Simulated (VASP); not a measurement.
Set up this calculation in VASP 6.6.1, as the native input.

| Property | Result |
| --- | --- |
| Task | single point |
| Functional | PBE |
| Potentials or basis | VASP PAW PBE potentials, release 64 (Be, Zn, Se) |
| Cutoff | 520 eV |
| k mesh | 6 × 6 × 2 |
| Occupations | gaussian, width 0.02 eV |
| Spin | no spin polarisation |
| Dipole correction | no |
| Further INCAR settings | ALGO = Normal; EDIFF = 1e-06; NBANDS = 31 |

The structure of Be3ZnSe4 lies in POSCAR:

```
Be3ZnSe4
1.0
    3.7863819155      0.0000000292      0.0000000000
   -1.8931909831      3.2791029127      0.0000000000
    0.0000000000      0.0000000000     12.5211804821
Be Zn Se
3 1 4
Direct
    0.6666666667      0.3333333333      0.0124836166
    0.6666666667      0.3333333333      0.4931566635
    0.0000000000      0.0000000000      0.2532600920
    0.0000000000      0.0000000000      0.7555383986
    0.6666666667      0.3333333333      0.1938812175
    0.6666666667      0.3333333333      0.6733709524
    0.0000000000      0.0000000000      0.4344360877
    0.0000000000      0.0000000000      0.9538729716
```

This cell differs from its parent crystal: volume scaled by 1.03, then relaxed in part.

The input as run:

INCAR

```
SYSTEM = Be3ZnSe4
  ALGO = Normal
  EDIFF = 1E-6
  ENCUT = 520
  GGA = PE
  ISIF = 2
  ISMEAR = 0
  LASPH = .TRUE.
  LCHARG = .FALSE.
  LREAL = .FALSE.
  LWAVE = .FALSE.
  NBANDS = 31
  NELM = 100
  PREC = Accurate
  SIGMA = 0.02
```

KPOINTS

```
k-points
0
G
  6 6 2
  0 0 0
```

Potentials or basis: VASP PAW PBE potentials, release 64 (Be, Zn, Se).

Run with:

```bash
$ cat potpaw_PBE.64/Be/POTCAR potpaw_PBE.64/Zn/POTCAR potpaw_PBE.64/Se/POTCAR > POTCAR
$ mpirun -np 1 vasp_std > vasp.out
```

Results of the run:

```json
{"Pressure": "-1.8 GPa", "Largest force": "0.016 eV/Å", "Band gap on the k mesh": "2.53 eV, direct"}
```

Wall time 42 s on 1 thread of Intel(R) Xeon(R) 6975P-C (Granite Rapids), on a shared host, peak memory 0.28 GiB.
